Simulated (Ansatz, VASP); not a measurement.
# Fe in VASP and in Ansatz

```
Fe
1.0
     1.39491   -1.39491    1.39491
    -1.39491    1.39491    1.39491
    -2.78981   -2.78981    0.00000
Fe
2
Cartesian
  0.0000 0.0000 0.0000
  -1.3949 -1.3949 1.3949
```

Alike in both runs: task single point; functional PBEsol; k mesh 16 × 16 × 10; occupations gaussian, width 0.05 eV; collinear spin.

|  | VASP | Ansatz |
| --- | --- | --- |
| version | VASP 6.6.1 | Ansatz 0.2.0 |
| potentials or method | VASP PAW PBE potentials, release 64 (Fe), cutoff 520 eV | scalar-relativistic, plane waves, PAW |
| valence electrons in the cell | 16 | 32 |

VASP gave:

```
gap on the k mesh at the Fermi level (eV)                     : none
pressure (GPa)                                                : -1.1
traceless stress, the component that is largest in VASP (GPa) : -0.15
net moment per atom (μB)                                      : 2.10
size of the moment on the site where the two differ most (μB) : 2.09
```

Question: Which values does Ansatz return?

Answer: gap on the k mesh at the Fermi level (eV): none; pressure (GPa): -1.0; traceless stress, the component that is largest in VASP (GPa): 0.01; net moment per atom (μB): 2.09; size of the moment on the site where the two differ most (μB): 2.11.

VASP's potentials were made for PBE, not for PBEsol. Site moments also hang on the region over which each program counts them. A gap of «none» marks a metal or a gap that the smearing closes. VASP's potentials hold 16 valence electrons a cell and Ansatz's 32, so a difference there can come from the potentials and not from the codes.
